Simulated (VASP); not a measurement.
# NaI in VASP: notebook

NaI is run at these levels: LDA; tasks: single point.

All numbers are computed with VASP 6.6.1; they aren't measurements. Logs are shortened: lines on timing, memory, paths and dates and some standing lists are left out, and cuts for length are marked.

**1. The cell of the first run**

The structure is tetragonal, space group I4/mmm (No. 139). Conventional cell: a = 4.668 Å, b = 4.668 Å, c = 6.473 Å, α = 90.00°, β = 90.00°, γ = 90.00°. Within 4.3 Å of Na (site symmetry 4/mmm) lie 6 I at 3.24 to 3.30 Å. Within 4.3 Å of I (site symmetry 4/mmm) lie 6 Na at 3.24 to 3.30 Å.

**2. Single point, LDA (equal xx and yy strain of +2 %)**

Contents of INCAR:

```
PREC     = Accurate       # precision mode
ENCUT    = 520            # plane-wave cutoff, eV
EDIFF    = 1E-7           # SCF threshold, eV
ISMEAR   = -1             # smearing method
SIGMA    = 0.02           # smearing width, eV
LREAL    = False          # projectors in reciprocal space
LASPH    = True           # aspherical terms in the spheres
NELM     = 60             # most SCF steps
ALGO     = Normal         # electronic algorithm
ISIF     = 2              # what is computed and relaxed
LWAVE    = False          # write WAVECAR
LCHARG   = False          # write CHGCAR
NBANDS   = 14             # bands
```

Contents of KPOINTS:

```
Automatic mesh
0
Gamma
  8 8 8
```

Contents of POSCAR:

```
NaI
1.0
    0.0000000000      3.3011280000      3.2364000000
    3.3011280000      0.0000000000      3.2364000000
    3.3011280000      3.3011280000      0.0000000000
Na I
1 1
Direct
    0.0000000000      0.0000000000      0.0000000000
    0.5000000000      0.5000000000      0.5000000000
```

Potentials or basis: VASP PAW LDA potentials, release 64 (Na_pv, I).

On the command line:

```console
> cat potpaw_LDA.64/Na_pv/POTCAR potpaw_LDA.64/I/POTCAR > POTCAR
> mpirun -np 1 vasp_std > vasp.out
```

OUTCAR:

```text
PREC = Accurate
   ENCUT = 520
   EDIFF = 1E-7
   ISMEAR = -1
   LREAL = False
   LASPH = True
   NELM = 60
   ISIF = 2

 ion  position               nearest neighbor table
   1  0.000  0.000  0.000-
   2  0.500  0.500  0.500-

  LATTYP: Found a body centered tetragonal cell.
 ALAT       =     4.6684999887
 C/A-ratio  =     1.3864838847

  Lattice vectors:

 A1 = (   0.0000000000,  -3.3011280000,  -3.2364000000)
 A2 = (   0.0000000000,   3.3011280000,  -3.2364000000)
 A3 = (   3.3011280000,   0.0000000000,   3.2364000000)

Analysis of symmetry for initial positions (statically):
=====================================================================
 Subroutine PRICEL returns:
 Original cell was already a primitive cell.

 Routine SETGRP: Setting up the symmetry group for a
 body centered tetragonal supercell.

 Subroutine GETGRP returns: Found 16 space group operations
 (whereof 16 operations were pure point group operations)
 out of a pool of 16 trial point group operations.

The static configuration has the point symmetry D_4h.

Analysis of symmetry for dynamics (positions and initial velocities):
=====================================================================
 Subroutine PRICEL returns:
 Original cell was already a primitive cell.

 Routine SETGRP: Setting up the symmetry group for a
 body centered tetragonal supercell.

 Subroutine GETGRP returns: Found 16 space group operations
 (whereof 16 operations were pure point group operations)
 out of a pool of 16 trial point group operations.

The dynamic configuration has the point symmetry D_4h.

 Subroutine INISYM returns: Found 16 space group operations
 (whereof 16 operations are pure point group operations),
 and found     1 'primitive' translations

----------------------------------------------------------------------------------------

                                     Primitive cell

  volume of cell :      70.5370

  direct lattice vectors                    reciprocal lattice vectors
     0.000000000  3.301128000  3.236400000    -0.151463379  0.151463379  0.154492646
     3.301128000  0.000000000  3.236400000     0.151463379 -0.151463379  0.154492646
     3.301128000  3.301128000  0.000000000     0.151463379  0.151463379 -0.154492646

  length of vectors
     4.622956958  4.622956958  4.668499989     0.264102798  0.264102798  0.264102798

  position of ions in fractional coordinates (direct lattice)
     0.000000000  0.000000000  0.000000000
     0.500000000  0.500000000  0.500000000

  ion indices of the primitive-cell ions
   primitive index   ion index
                 1           1
                 2           2

----------------------------------------------------------------------------------------

 KPOINTS: Automatic mesh

Automatic generation of k-mesh.
 Grid dimensions read from file:
 generate k-points for:    8    8    8

 Generating k-lattice:

  Cartesian coordinates                     Fractional coordinates (reciprocal lattice)
    -0.018932922  0.018932922  0.019311581     0.125000000  0.000000000  0.000000000
     0.018932922 -0.018932922  0.019311581     0.000000000  0.125000000  0.000000000
     0.018932922  0.018932922 -0.019311581     0.000000000  0.000000000  0.125000000

  Length of vectors
     0.033012850  0.033012850  0.033012850

  Shift w.r.t. Gamma in fractional coordinates (k-lattice)
     0.000000000  0.000000000  0.000000000

 Subroutine IBZKPT returns following result:
 ===========================================

 Found     59 irreducible k-points:

 Following reciprocal coordinates:
            Coordinates               Weight
  0.000000  0.000000  0.000000      1.000000
  0.125000  0.000000  0.000000      8.000000
  0.250000  0.000000  0.000000      8.000000
  0.375000  0.000000  0.000000      8.000000
  0.500000  0.000000  0.000000      4.000000
  0.125000  0.125000  0.000000      2.000000
[... 16 lines left out ...]
  0.250000  0.000000  0.125000     16.000000
  0.375000  0.000000  0.125000     16.000000
 [... further k-points ...]
   k-points           NKPTS =     59   k-points in BZ     NKDIM =     59   number of bands    NBANDS=     14
   number of dos      NEDOS =    301   number of ions     NIONS =      2
   total plane-waves  NPLWV =  46656
   dimension x,y,z NGX =    36 NGY =   36 NGZ =   36
   dimension x,y,z NGXF=    72 NGYF=   72 NGZF=   72
   ions per type =               1   1
   NGX,Y,Z   is equivalent  to a cutoff of  12.95, 12.95, 12.82 a.u.
   NGXF,Y,Z  is equivalent  to a cutoff of  25.89, 25.89, 25.64 a.u.
 SYSTEM =  unknown system
   PREC   = accura    normal or accurate (medium, high low for compatibility)
   ISTART =      0    job   : 0-new  1-cont  2-samecut
   ICHARG =      2    charge: 1-file 2-atom 10-const
   ISPIN  =      1    spin polarized calculation?
   LNONCOLLINEAR =      F non collinear calculations
   LSORBIT =      F    spin-orbit coupling
   LASPH  =      T    aspherical Exc in radial PAW
   ENCUT  =  520.0 eV  38.22 Ry    6.18 a.u.   8.60  8.60  8.68*2*pi/ulx,y,z
   NELM   =     60;   NELMIN=  2; NELMDL= -5     # of ELM steps
   EDIFF  = 0.1E-06   stopping-criterion for ELM
   LREAL  =      F    real-space projection
   EDIFFG = 0.1E-05   stopping-criterion for IOM
   NSW    =      0    number of steps for IOM
   IBRION =     -1    ionic relax: 0-MD 1-quasi-New 2-CG
   NFREE  =      0    steps in history (QN), initial steepest desc. (CG)
   ISIF   =      2    stress and relaxation
   ISYM   =      2    0-nonsym 1-usesym 2-fastsym
   POTIM  = 0.5000    time-step for ionic-motion
   TEBEG  =    0.0;   TEEND  =   0.0 temperature during run
   PSTRESS=    0.0 pullay stress
   NELECT =      14.0000    total number of electrons
   NUPDOWN=      -1.0000    fix difference up-down
   EMIN   =  10.00;   EMAX   =-10.00  energy-range for DOS
   EFERMI =   0.00;   METHOD = LEGACY
   ISMEAR =    -1;   SIGMA  =   0.02  broadening in eV -4-tet -1-fermi 0-gaus
   EFERMI_NEDOS =   21; number of points for ismear=-14 and -15
   IALGO  =     38    algorithm
   IMIX   =      4    mixing-type and parameters
     AMIX     =   0.40;   BMIX     =  1.00
     AMIX_MAG =   1.60;   BMIX_MAG =  1.00
  volume/ion in A,a.u.               =      35.27       238.00
  Fermi-wavevector in a.u.,A,eV,Ry     =   0.954945  1.804585 12.407434  0.911921
  Thomas-Fermi vector in A             =   2.083738
   LORBIT       =      0    0 simple, 1 ext, 2 COOP (PROOUT), +10 PAW based schemes
   GGA     = CA    functional components
   LHFCALC =     F    Hartree Fock is set to
   AEXX    =    0.0000 exact exchange contribution
   IVDW    =     0    specifies the selected vdW correction
   LEPSILON=     F    determine dielectric tensor
   LRPA    =     F    only Hartree local field effects (RPA)
 non-spin polarized calculation
  energy-cutoff  :      520.00
  volume of cell :       70.54
 maximum number of plane-waves:      1920
 NGX is ok and might be reduce to    36
   NGX = 17   NGY = 17   NGZ = 17

 number of electron      13.9999994 magnetization

 Free energy of the ion-electron system (eV)
  ---------------------------------------------------
  ext. energy  EPLUGINS =         0.00000000
  ---------------------------------------------------
  free energy    TOTEN  =        -5.94943770 eV

  energy without entropy =       -5.94943770  energy(sigma->0) =       -5.94943770

 E-fermi :   0.7543     XC(G=0):  -7.9426

 val. band max:        0.3579323051   @ k =   0.0000   0.0000   0.0000
 cond. band min:       3.5958899573   @ k =   0.0000   0.0000   0.0000
 fundamental gap:      3.2379576523
 Fermi energy:         0.7543034531

 k-point     1 :       0.0000    0.0000    0.0000
  band No.  band energies     occupation
      1     -22.0846      2.00000
      2     -22.0846      2.00000
      3     -22.0836      2.00000
      4     -10.6381      2.00000
      5       0.3300      2.00000
      6       0.3579      2.00000
      7       0.3579      2.00000
      8       3.5959      0.00000
      9       8.1001      0.00000
     10       8.1001      0.00000
     11       8.2249      0.00000
     12       9.8404      0.00000
     13      10.0509      0.00000
     14      10.5060      0.00000

 k-point     2 :       0.1250    0.0000    0.0000
  band No.  band energies     occupation
      1     -22.0851      2.00000
      2     -22.0847      2.00000
      3     -22.0838      2.00000
      4     -10.5995      2.00000
      5      -0.1087      2.00000
      6       0.3024      2.00000
      7       0.3124      2.00000
      8       4.1173      0.00000
      9       7.7479      0.00000
     10       8.2314      0.00000
     11       8.3295      0.00000
     12       9.3935      0.00000
     13       9.5442      0.00000
     14      10.9054      0.00000

 k-point     3 :       0.2500    0.0000    0.0000
  band No.  band energies     occupation
      1     -22.0866      2.00000
      2     -22.0848      2.00000
      3     -22.0840      2.00000
      4     -10.5028      2.00000
      5      -0.9126      2.00000
      6       0.2076      2.00000
      7       0.2149      2.00000
      8       4.9198      0.00000
      9       7.5807      0.00000
     10       8.0464      0.00000
     11       8.2040      0.00000
     12       9.6733      0.00000
     13       9.7008      0.00000
     14      10.3714      0.00000
[... 324 lines left out ...]
 k-point    23 :       0.2500    0.0000    0.1250
  band No.  band energies     occupation
      1     -22.0862      2.00000
      2     -22.0849      2.00000
      3     -22.0841      2.00000
      4     -10.5125      2.00000
      5      -0.7016      2.00000
      6       0.1056      2.00000
      7       0.1372      2.00000
      8       5.0169      0.00000
      9       7.1355      0.00000
     10       7.7505      0.00000
     11       8.6366      0.00000
     12       9.1295      0.00000
     13      10.2866      0.00000
     14      11.4029      0.00000

 k-point    24 :       0.3750    0.0000    0.1250
  band No.  band energies     occupation
      1     -22.0876      2.00000
      2     -22.0851      2.00000
      3     -22.0843      2.00000
      4     -10.4129      2.00000
      5      -1.3153      2.00000
      6      -0.0210      2.00000
      7       0.0299      2.00000
      8       5.4963      0.00000
      9       7.1335      0.00000
     10       7.6535      0.00000
     11       8.2774      0.00000
     12      10.0724      0.00000
     13      11.0758      0.00000
     14      11.2756      0.00000

 [... further k-points ...]

------------------------ aborting loop because EDIFF is reached ----------------------------------------

  FORCE on cell =-STRESS in cart. coord.  units (eV):
  Direction    XX          YY          ZZ          XY          YZ          ZX
  --------------------------------------------------------------------------------------
  -------------------------------------------------------------------------------------
  Total       -0.9494937     -0.9494937     -0.8177677      0.0000000     -0.0000000     -0.0000000
  in kB      -21.5668024    -21.5668024    -18.5747772      0.0000000     -0.0000000     -0.0000000
  external PRESSURE =     -20.5694607 kB  Pullay stress =       0.0000000 kB

 VOLUME and BASIS-vectors are now :
 -----------------------------------------------------------------------------
  energy-cutoff  :      520.00
  volume of cell :       70.54
      direct lattice vectors                 reciprocal lattice vectors
     0.000000000  3.301128000  3.236400000    -0.151463379  0.151463379  0.154492646
     3.301128000  0.000000000  3.236400000     0.151463379 -0.151463379  0.154492646
     3.301128000  3.301128000  0.000000000     0.151463379  0.151463379 -0.154492646

 POSITION                                       TOTAL-FORCE (eV/Angst)
 -----------------------------------------------------------------------------------
      0.00000      0.00000      0.00000         0.000000     -0.000000      0.000000
      3.30113      3.30113      3.23640        -0.000000      0.000000      0.000000
 -----------------------------------------------------------------------------------
    total drift:                                0.000000      0.000000      0.000000

  FREE ENERGIE OF THE ION-ELECTRON SYSTEM (eV)
  ---------------------------------------------------
  free  energy   TOTEN  =        -5.9494376981 eV

  energy  without entropy=       -5.9494376981  energy(sigma->0) =       -5.94943770
```

It took 16 s on 1 thread of Intel Xeon 6975P-C (Granite Rapids), shared host; peak memory 0.2 GiB.

Results:

- Free energy: -5.9494 eV
- Pressure: -2.1 GPa
- Band gap on the k mesh: 3.24 eV

Levels at points of the mesh, in eV from the valence-band top:
```
           k point  band 4  band 5  band 6  band 7  band 8  band 9  band 10  band 11
(0.00, 0.00, 0.00)  -11.00   -0.03    0.00    0.00    3.24    7.74     7.74     7.87
(0.50, 0.00, 0.00)  -10.72   -2.12   -0.29   -0.26    4.83    7.16     7.31     8.18
(0.50, 0.50, 0.00)  -10.63   -1.84   -0.75   -0.75    4.22    5.40     9.45    10.72
(0.50, 0.00, 0.50)  -10.65   -1.84   -0.75   -0.67    4.23    5.45     9.30    10.65
```

Caveat: the cell differs from its parent crystal (equal xx and yy strain of +2 %); spin-orbit coupling is left out, which moves the levels of the heavy elements.

**3. Single point, LDA (equal xy, yz and zx shear strains of -2 %)**

Contents of INCAR:

```
PREC     = Accurate       # precision mode
ENCUT    = 520            # plane-wave cutoff, eV
EDIFF    = 1E-7           # SCF threshold, eV
ISMEAR   = -1             # smearing method
SIGMA    = 0.02           # smearing width, eV
LREAL    = F              # projectors in reciprocal space
LASPH    = T              # aspherical terms in the spheres
NELM     = 100            # most SCF steps
ALGO     = Normal         # electronic algorithm
ISIF     = 2              # what is computed and relaxed
LWAVE    = F              # write WAVECAR
LCHARG   = F              # write CHGCAR
NBANDS   = 14             # bands
```

Contents of KPOINTS:

```
regular mesh
0
Gamma
  8 8 8
```

Contents of POSCAR:

```
NaI
1.0
   -0.0647280000      3.2040360000      3.2040360000
    3.2040360000     -0.0647280000      3.2040360000
    3.2040360000      3.2040360000     -0.0647280000
Na I
1 1
Direct
    0.0000000000      0.0000000000      0.0000000000
    0.5000000000      0.5000000000      0.5000000000
```

Potentials or basis: VASP PAW LDA potentials, release 64 (Na_pv, I).

On the command line:

```console
> cat potpaw_LDA.64/Na_pv/POTCAR potpaw_LDA.64/I/POTCAR > POTCAR
> mpirun -np 1 vasp_std > vasp.out
```

Run time: 17 s. Hardware: 1 thread of Intel Xeon 6975P-C (Granite Rapids), shared host; peak memory 0.21 GiB.

Results (log left out):

* Free energy: -5.9804 eV
* Pressure: -1.6 GPa
* Band gap on the k mesh: 3.26 eV

Stress tensor (GPa, compression positive):
```
-1.62  0.13  0.13
 0.13 -1.62  0.13
 0.13  0.13 -1.62
```

Levels at points of the mesh, in eV from the valence-band top:
| k point | band 4 | band 5 | band 6 | band 7 | band 8 | band 9 | band 10 | band 11 |
| --- | --- | --- | --- | --- | --- | --- | --- | --- |
| (0.00, 0.00, 0.00) | -11.17 | -0.13 | -0.13 | 0.00 | 3.26 | 7.60 | 7.60 | 7.95 |
| (0.50, 0.00, 0.00) | -10.86 | -2.34 | -0.38 | -0.31 | 4.80 | 7.14 | 7.35 | 8.36 |
| (0.50, 0.50, 0.00) | -10.77 | -2.04 | -0.91 | -0.78 | 4.17 | 5.30 | 9.50 | 10.89 |
| (0.50, 0.50, 0.50) | -10.83 | -2.31 | -0.44 | -0.44 | 4.70 | 7.05 | 7.05 | 8.44 |

Caveat: the cell differs from its parent crystal (equal xy, yz and zx shear strains of -2 %); spin-orbit coupling is left out, which moves the levels of the heavy elements.

**4. Single point, LDA (equal xy, yz and zx shear strains of -1 %)**

Contents of INCAR:

```
ALGO = Normal ; EDIFF = 1E-6
ENCUT = 520 ; ISIF = 2
ISMEAR = -1 ; LASPH = T
LCHARG = F ; LREAL = F
LWAVE = F ; NBANDS = 14
NELM = 80 ; PREC = Accurate
SIGMA = 0.02
```

Contents of KPOINTS:

```
k-points
0
Gamma
  8 8 8
```

Contents of POSCAR:

```
NaI
1.0
   -0.0323640000      3.2202180000      3.2202180000
    3.2202180000     -0.0323640000      3.2202180000
    3.2202180000      3.2202180000     -0.0323640000
Na I
1 1
Direct
    0.0000000000      0.0000000000      0.0000000000
    0.5000000000      0.5000000000      0.5000000000
```

On the command line:

```console
> cat potpaw_LDA.64/Na_pv/POTCAR potpaw_LDA.64/I/POTCAR > POTCAR
> mpirun -np 1 vasp_std > vasp.out
```

Run time: 16 s. Hardware: 1 thread of Intel Xeon 6975P-C (Granite Rapids), shared host; peak memory 0.21 GiB.

It converged, with:

```yaml
Free_energy: -5.9815 eV
Pressure: -1.6 GPa
Band_gap_on_the_k_mesh: 3.30 eV
```

Stress tensor (GPa, compression positive):
```
-1.61  0.07  0.07
 0.07 -1.61  0.07
 0.07  0.07 -1.61
```

Levels at points of the mesh, in eV from the valence-band top:
```
           k point  band 4  band 5  band 6  band 7  band 8  band 9  band 10  band 11
(0.00, 0.00, 0.00)  -11.13   -0.06   -0.06    0.00    3.30    7.70     7.70     7.87
(0.50, 0.00, 0.00)  -10.81   -2.29   -0.34   -0.30    4.83    7.21     7.31     8.42
(0.50, 0.50, 0.00)  -10.73   -2.00   -0.84   -0.78    4.22    5.33     9.56    10.95
(0.50, 0.50, 0.50)  -10.80   -2.28   -0.37   -0.37    4.78    7.16     7.16     8.46
```

Caveat: the cell differs from its parent crystal (equal xy, yz and zx shear strains of -1 %); spin-orbit coupling is left out, which moves the levels of the heavy elements.

**5. Summary**

| cell | gap on the mesh (eV) | pressure (GPa) |
| --- | --- | --- |
| a = 4.623, b = 4.623, c = 4.668 Å, angles 59.7, 59.7, 60.7°, 2 atoms | 3.24 | -2.1 |
| a = 4.532 Å, angles 61.3°, 2 atoms | 3.26 | -1.6 |
| a = 4.554 Å, angles 60.7°, 2 atoms | 3.30 | -1.6 |

Alike in all rows: task single point; level LDA; potentials or basis VASP PAW LDA potentials, release 64 (Na_pv, I); no spin polarisation; k mesh 8 × 8 × 8; cutoff (eV) 520; smearing fermi-dirac 0.02 eV.

Caveats: spin-orbit coupling is left out, which moves the levels of the heavy elements.

Total energies depend on the potentials used, so only differences within one code and one set of settings carry meaning.
